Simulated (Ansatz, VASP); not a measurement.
One calculation of Mo, two programs

File INCAR:

```
SYSTEM = Mo
PREC     = Accurate       ! precision mode
ENCUT    = 520            ! plane-wave cutoff, eV
EDIFF    = 1E-7           ! SCF threshold, eV
ISMEAR   = -1             ! smearing method
SIGMA    = 0.1            ! smearing width, eV
LREAL    = .False.        ! projectors in reciprocal space
LASPH    = .True.         ! aspherical terms in the spheres
NELM     = 80             ! most SCF steps
ALGO     = Normal         ! electronic algorithm
ISIF     = 2              ! what is computed and relaxed
LWAVE    = .False.        ! write WAVECAR
LCHARG   = .True.         ! write CHGCAR
LELF     = .True.         ! ELF
LVHAR    = .True.       
NBANDS   = 13             ! bands
```

Contents of KPOINTS:

```
Automatic mesh
0
Gamma
  15 15 15
  0 0 0
```

The input POSCAR:

```
Mo
1.0
    0.0000000000      1.9938551185      1.9938551185
    1.9938551185      0.0000000000      1.9938551185
    1.9938551185      1.9938551185      0.0000000000
Mo
1
Direct
    0.0000000000      0.0000000000      0.0000000000
```

Input for Ansatz:

```yaml
crystal:
  lattice:
    - [0.0, 1.9938551185, 1.9938551185]
    - [1.9938551185, 0.0, 1.9938551185]
    - [1.9938551185, 1.9938551185, 0.0]
  atoms:
    - { symbol: Mo, position: [0.0, 0.0, 0.0] }
hamiltonian:
  xc: lda
  pseudopotentials:
    kind: paw
    azcp:
      Mo: "pseudopotentials/Mo.paw.azcp"
basis:
  ecutwfc: 420
  fft_grid_basis: typed
kpoints:
  mp_grid: { grid: [15, 15, 15], shift: [0, 0, 0] }
magnetization:
  spin_polarized: false
scf:
  occupations: { method: fermi_dirac, width: 0.1 }
  lower_state_search: "off"
output:
  stress: true
  write_density: true
  write_potential: true
  elf: true
  volumetric_format: npy
```

Alike in both runs: task single point; functional LDA; k mesh 15 × 15 × 15; occupations fermi-dirac, width 0.1 eV; no spin polarisation.

```csv
,VASP,Ansatz
version,VASP 6.6.1,Ansatz 0.2.0
potentials or method,"VASP PAW LDA potentials, release 64 (Mo_sv), cutoff 520 eV","plane waves (420 eV) with PAW, scalar-relativistic"
valence electrons in the cell,14,14
```

VASP gave:

| Property | Result |
| --- | --- |
| pressure (GPa) | -8.3 |

**Question.** Estimate Ansatz's values.

**Answer.** Pressure (GPa): -9.2.

Ansatz warns that its potentials were made for another functional, while VASP's fit it. LDA's correlation is that of Perdew and Zunger in VASP and of Perdew and Wang (1992) in Ansatz.
